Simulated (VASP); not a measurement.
# Mg2CdSe3 (P-3m1) in VASP: a series of runs, part 2 of 2

VASP 6.6.1. The steps go on from the part before.

### 5 Single point, PBE

The input, INCAR:

```
ALGO     = Normal         # electronic algorithm
EDIFF    = 1E-6           # SCF threshold, eV
ENCUT    = 520            # plane-wave cutoff, eV
GGA      = PE             # functional
ISIF     = 2              # what is computed and relaxed
ISMEAR   = 0              # smearing method
LASPH    = True           # aspherical terms in the spheres
LCHARG   = True           # write CHGCAR
LELF     = True           # ELF
LREAL    = False          # projectors in reciprocal space
LVHAR    = True         
LWAVE    = False          # write WAVECAR
NBANDS   = 26             # bands
NELM     = 60             # most SCF steps
PREC     = Accurate       # precision mode
SIGMA    = 0.02           # smearing width, eV
```

The input, KPOINTS:

```
k-points
0
Gamma
  12 12 4
```

The input, POSCAR:

```
Mg2CdSe3
1.0
    3.9535401416      0.0000000000      0.0000000000
   -1.9767700708      3.4238661975      0.0000000000
    0.0000000000      0.0000000000      9.6858292497
Mg Cd Se
2 1 3
Direct
    0.6666666667      0.3333333333      0.1628076140
    0.3333333333      0.6666666667      0.8371923860
    0.0000000000      0.0000000000      0.5000000000
    0.6666666667      0.3333333333      0.6758129136
    0.0000000000      0.0000000000      0.0000000000
    0.3333333333      0.6666666667      0.3241870864
```

Potentials or basis: VASP PAW PBE potentials, release 64 (Mg, Cd, Se).

Started as:

```sh
cat potpaw_PBE.64/Mg/POTCAR potpaw_PBE.64/Cd/POTCAR potpaw_PBE.64/Se/POTCAR > POTCAR
mpirun -np 1 vasp_std > vasp.out
```

OUTCAR:

```text
EDIFF = 1E-6
   ENCUT = 520
   GGA = PE
   ISIF = 2
   ISMEAR = 0
   LASPH = True
   LREAL = False
   NELM = 60
   PREC = Accurate

 ion  position               nearest neighbor table
   1  0.667  0.333  0.163-   6 2.77   6 2.77   6 2.77   5 2.77   5 2.77   5 2.77
   2  0.333  0.667  0.837-   4 2.77   4 2.77   4 2.77   5 2.77   5 2.77   5 2.77
   3  0.000  0.000  0.500-   4 2.85   6 2.85   6 2.85   4 2.85   4 2.85   6 2.85
   4  0.667  0.333  0.676-   2 2.77   2 2.77   2 2.77   3 2.85   3 2.85   3 2.85
   5  0.000  0.000  0.000-   1 2.77   2 2.77   2 2.77   1 2.77   1 2.77   2 2.77
   6  0.333  0.667  0.324-   1 2.77   1 2.77   1 2.77   3 2.85   3 2.85   3 2.85

  LATTYP: Found a hexagonal cell.
 ALAT       =     3.9535401416
 C/A-ratio  =     2.4499129648

  Lattice vectors:

 A1 = (   3.9535401416,   0.0000000000,   0.0000000000)
 A2 = (  -1.9767700708,   3.4238661975,   0.0000000000)
 A3 = (   0.0000000000,   0.0000000000,   9.6858292497)

Analysis of symmetry for initial positions (statically):
=====================================================================
 Subroutine PRICEL returns:
 Original cell was already a primitive cell.

 Routine SETGRP: Setting up the symmetry group for a
 hexagonal supercell.

 Subroutine GETGRP returns: Found 12 space group operations
 (whereof 12 operations were pure point group operations)
 out of a pool of 24 trial point group operations.

The static configuration has the point symmetry D_3d.

Analysis of symmetry for dynamics (positions and initial velocities):
=====================================================================
 Subroutine PRICEL returns:
 Original cell was already a primitive cell.

 Routine SETGRP: Setting up the symmetry group for a
 hexagonal supercell.

 Subroutine GETGRP returns: Found 12 space group operations
 (whereof 12 operations were pure point group operations)
 out of a pool of 24 trial point group operations.

The dynamic configuration has the point symmetry D_3d.

 Subroutine INISYM returns: Found 12 space group operations
 (whereof 12 operations are pure point group operations),
 and found     1 'primitive' translations

----------------------------------------------------------------------------------------

                                     Primitive cell

  volume of cell :     131.1112

  direct lattice vectors                    reciprocal lattice vectors
     3.953540142  0.000000000  0.000000000     0.252937864  0.146033744  0.000000000
    -1.976770071  3.423866198  0.000000000     0.000000000  0.292067488  0.000000000
     0.000000000  0.000000000  9.685829250     0.000000000  0.000000000  0.103243612

  length of vectors
     3.953540142  3.953540142  9.685829250     0.292067488  0.292067488  0.103243612

  position of ions in fractional coordinates (direct lattice)
     0.666666667  0.333333333  0.162807614
     0.333333333  0.666666667  0.837192386
     0.000000000  0.000000000  0.500000000
     0.666666667  0.333333333  0.675812914
     0.000000000  0.000000000  0.000000000
     0.333333333  0.666666667  0.324187086

  ion indices of the primitive-cell ions
   primitive index   ion index
                 1           1
                 2           2
                 3           3
                 4           4
[... 24 lines left out ...]
 Subroutine IBZKPT returns following result:
 ===========================================

 Found     69 irreducible k-points:

 Following reciprocal coordinates:
            Coordinates               Weight
  0.000000  0.000000  0.000000      1.000000
  0.083333 -0.000000  0.000000      6.000000
  0.166667 -0.000000  0.000000      6.000000
  0.250000 -0.000000  0.000000      6.000000
  0.333333 -0.000000  0.000000      6.000000
  0.416667  0.000000  0.000000      6.000000
[... 16 lines left out ...]
  0.166667 -0.000000  0.250000      6.000000
  0.000000  0.166667  0.250000      6.000000
 [... further k-points ...]
   k-points           NKPTS =     69   k-points in BZ     NKDIM =     69   number of bands    NBANDS=     26
   number of dos      NEDOS =    301   number of ions     NIONS =      6
   total plane-waves  NPLWV =  64800
   dimension x,y,z NGX =    30 NGY =   30 NGZ =   72
   dimension x,y,z NGXF=    60 NGYF=   60 NGZF=  144
   ions per type =               2   1   3
   NGX,Y,Z   is equivalent  to a cutoff of  12.61, 12.61, 12.36 a.u.
   NGXF,Y,Z  is equivalent  to a cutoff of  25.23, 25.23, 24.72 a.u.
 SYSTEM =  unknown system
   PREC   = accura    normal or accurate (medium, high low for compatibility)
   ISTART =      0    job   : 0-new  1-cont  2-samecut
   ICHARG =      2    charge: 1-file 2-atom 10-const
   ISPIN  =      1    spin polarized calculation?
   LNONCOLLINEAR =      F non collinear calculations
   LSORBIT =      F    spin-orbit coupling
   LASPH  =      T    aspherical Exc in radial PAW
   ENCUT  =  520.0 eV  38.22 Ry    6.18 a.u.   7.35  7.35 18.01*2*pi/ulx,y,z
   NELM   =     60;   NELMIN=  2; NELMDL= -5     # of ELM steps
   EDIFF  = 0.1E-05   stopping-criterion for ELM
   LREAL  =      F    real-space projection
   EDIFFG = 0.1E-04   stopping-criterion for IOM
   NSW    =      0    number of steps for IOM
   IBRION =     -1    ionic relax: 0-MD 1-quasi-New 2-CG
   NFREE  =      0    steps in history (QN), initial steepest desc. (CG)
   ISIF   =      2    stress and relaxation
   ISYM   =      2    0-nonsym 1-usesym 2-fastsym
   POTIM  = 0.5000    time-step for ionic-motion
   TEBEG  =    0.0;   TEEND  =   0.0 temperature during run
   PSTRESS=    0.0 pullay stress
   NELECT =      34.0000    total number of electrons
   NUPDOWN=      -1.0000    fix difference up-down
   EMIN   =  10.00;   EMAX   =-10.00  energy-range for DOS
   EFERMI =   0.00;   METHOD = LEGACY
   ISMEAR =     0;   SIGMA  =   0.02  broadening in eV -4-tet -1-fermi 0-gaus
   EFERMI_NEDOS =   21; number of points for ismear=-14 and -15
   IALGO  =     38    algorithm
   IMIX   =      4    mixing-type and parameters
     AMIX     =   0.40;   BMIX     =  1.00
     AMIX_MAG =   1.60;   BMIX_MAG =  1.00
  volume/ion in A,a.u.               =      21.85       147.46
  Fermi-wavevector in a.u.,A,eV,Ry     =   1.043970  1.972817 14.828618  1.089873
  Thomas-Fermi vector in A             =   2.178702
   LORBIT       =      0    0 simple, 1 ext, 2 COOP (PROOUT), +10 PAW based schemes
   GGA     = PE    functional components
   LHFCALC =     F    Hartree Fock is set to
   AEXX    =    0.0000 exact exchange contribution
   IVDW    =     0    specifies the selected vdW correction
   LEPSILON=     F    determine dielectric tensor
   LRPA    =     F    only Hartree local field effects (RPA)
 non-spin polarized calculation
 Gauss-broadening in eV      SIGMA  =   0.02
  energy-cutoff  :      520.00
  volume of cell :      131.11
 maximum number of plane-waves:      3595
 NGX is ok and might be reduce to    30
   NGX = 15   NGY = 15   NGZ = 37

 number of electron      33.9999991 magnetization

 Free energy of the ion-electron system (eV)
  ---------------------------------------------------
  ext. energy  EPLUGINS =         0.00000000
  ---------------------------------------------------
  free energy    TOTEN  =       -20.10170836 eV

  energy without entropy =      -20.10170836  energy(sigma->0) =      -20.10170836

 E-fermi :   2.8397     XC(G=0):  -9.5935

 val. band max:        2.7134197259   @ k =   0.0000   0.0000   0.5000
 cond. band min:       3.5748009380   @ k =   0.5000  -0.0000   0.0000
 fundamental gap:      0.8613812121
 Fermi energy:         2.8397003107

 k-point     1 :       0.0000    0.0000    0.0000
  band No.  band energies     occupation
      1     -10.0874      2.00000
      2      -9.4210      2.00000
      3      -9.3417      2.00000
      4      -5.1847      2.00000
      5      -5.1847      2.00000
      6      -5.1255      2.00000
[... 685 lines left out ...]
     25       9.7613      0.00000
     26      10.2178      0.00000

 [... further k-points ...]
[... 5 lines left out ...]
  --------------------------------------------------------------------------------------
  -------------------------------------------------------------------------------------
  Total        0.0157240      0.0157240      0.0403558      0.0000000      0.0000000      0.0000000
  in kB        0.1921469      0.1921469      0.4931472      0.0000000      0.0000000      0.0000000
  external PRESSURE =       0.2924803 kB  Pullay stress =       0.0000000 kB

 VOLUME and BASIS-vectors are now :
 -----------------------------------------------------------------------------
  energy-cutoff  :      520.00
  volume of cell :      131.11
      direct lattice vectors                 reciprocal lattice vectors
     3.953540142  0.000000000  0.000000000     0.252937864  0.146033744  0.000000000
    -1.976770071  3.423866198  0.000000000     0.000000000  0.292067488  0.000000000
     0.000000000  0.000000000  9.685829250     0.000000000  0.000000000  0.103243612

 POSITION                                       TOTAL-FORCE (eV/Angst)
 -----------------------------------------------------------------------------------
      1.97677      1.14129      1.57693         0.000000     -0.000000      0.000873
     -0.00000      2.28258      8.10890         0.000000      0.000000     -0.000873
      0.00000      0.00000      4.84291         0.000000      0.000000      0.000000
      1.97677      1.14129      6.54581         0.000000      0.000000      0.040500
      0.00000      0.00000      0.00000         0.000000      0.000000      0.000000
     -0.00000      2.28258      3.14002        -0.000000     -0.000000     -0.040500
 -----------------------------------------------------------------------------------
    total drift:                                0.000000      0.000000      0.000000

  FREE ENERGIE OF THE ION-ELECTRON SYSTEM (eV)
  ---------------------------------------------------
  free  energy   TOTEN  =       -20.1017083603 eV

  energy  without entropy=      -20.1017083603  energy(sigma->0) =      -20.10170836
```

Wall time 5.3 min (1 thread of Intel Xeon 8259CL, shared host); peak memory 0.41 GiB.

What came out:

| Property | Result |
| --- | --- |
| Free energy | -20.1017 eV |
| Pressure | 0.0 GPa |
| Largest force | 0.041 eV/Å |
| Band gap on the k mesh | 0.86 eV (least direct gap 1.51 eV) |

Forces in eV/Å, atoms in the order of the input:
```
Mg   0.000  0.000  0.001
Mg   0.000  0.000 -0.001
Cd   0.000  0.000  0.000
Se   0.000  0.000  0.041
Se   0.000  0.000  0.000
Se   0.000  0.000 -0.041
```

Levels at points of the mesh, in eV from the valence-band top:
| k point | band 15 | band 16 | band 17 | band 18 | band 19 | band 20 |
| --- | --- | --- | --- | --- | --- | --- |
| (0.00, 0.00, 0.00) | -0.21 | -0.10 | -0.10 | 1.51 | 3.64 | 3.70 |
| (0.50, 0.00, 0.00) | -1.27 | -1.00 | -0.65 | 0.86 | 3.68 | 3.94 |
| (0.00, 0.00, 0.50) | -0.38 | 0.00 | 0.00 | 2.90 | 3.27 | 3.54 |
| (0.50, 0.00, 0.50) | -1.54 | -0.34 | -0.32 | 1.69 | 2.48 | 3.49 |

A k mesh can miss the band edges.

### 6 The runs side by side

| task | cell | k mesh | cutoff (eV) | smearing | gap on the mesh (eV) | pressure (GPa) | largest force (eV/Å) |
| --- | --- | --- | --- | --- | --- | --- | --- |
| single point | a = 3.958, b = 3.958, c = 9.683 Å, angles 90.0, 90.0, 120.0°, 6 atoms, atomic positions A | 6 × 6 × 2 | 520 | gaussian 0.1 eV | 0.86 | -0.1 | 0.05 |
| single point | a = 4.068, b = 4.068, c = 9.964 Å, angles 90.0, 90.0, 120.0°, 6 atoms, atomic positions B | 6 × 6 × 2 | 520 | gaussian 0.1 eV | 0.81 | -4.1 | 0.43 |
| relaxation of cell and atoms | relaxed from a = 4.068, b = 4.068, c = 9.964 Å, angles 90.0, 90.0, 120.0°, 6 atoms, atomic positions B | 6 × 6 × 2 | 600 | gaussian 0.1 eV | 0.86 | -0.2 | 0.03 |
| single point | a = 3.954, b = 3.954, c = 9.686 Å, angles 90.0, 90.0, 120.0°, 6 atoms, atomic positions A | 12 × 12 × 4 | 520 | gaussian 0.02 eV | 0.86 | 0.0 | 0.04 |

Alike in all rows: level PBE; potentials or basis VASP PAW PBE potentials, release 64 (Mg, Cd, Se); no spin polarisation.

Caveats: the cell stands under tension (at least some runs).

Absolute energies hang on the potentials; compare differences alone.
